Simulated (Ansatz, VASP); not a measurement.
Pb: VASP beside Ansatz

```
Pb
1.0
    -2.10944    2.10944    1.75467
     2.10944   -2.10944    1.75467
     2.10944    2.10944   -1.75467
Pb
1
Direct
  0.00000 0.00000 0.00000
```

Alike in both runs: functional r2SCAN; k mesh 16 × 16 × 16; occupations gaussian, width 0.1 eV; no spin polarisation.

Ansatz relaxed the structure, and its values are those at the end. VASP's run is a single point on that final structure, the one shown.

|  | VASP | Ansatz |
| --- | --- | --- |
| version | VASP 6.6.1 | Ansatz 0.2.0 |
| potentials or method | VASP PAW PBE potentials, release 64 (Pb_d), cutoff 520 eV | scalar-relativistic, plane waves, PAW |
| valence electrons in the cell | 14 | 14 |

```csv
,VASP,Ansatz,Ansatz less VASP
gap on the k mesh at the Fermi level (eV),none,none,-
pressure (GPa),0.0,0.0,+0.01
```

VASP's potentials were made for PBE, not for r2SCAN. A gap of «none» marks a metal or a gap that the smearing closes. With one functional, cell and mesh, what is left measures potentials, basis and numerics.

Spin-orbit coupling is off throughout.
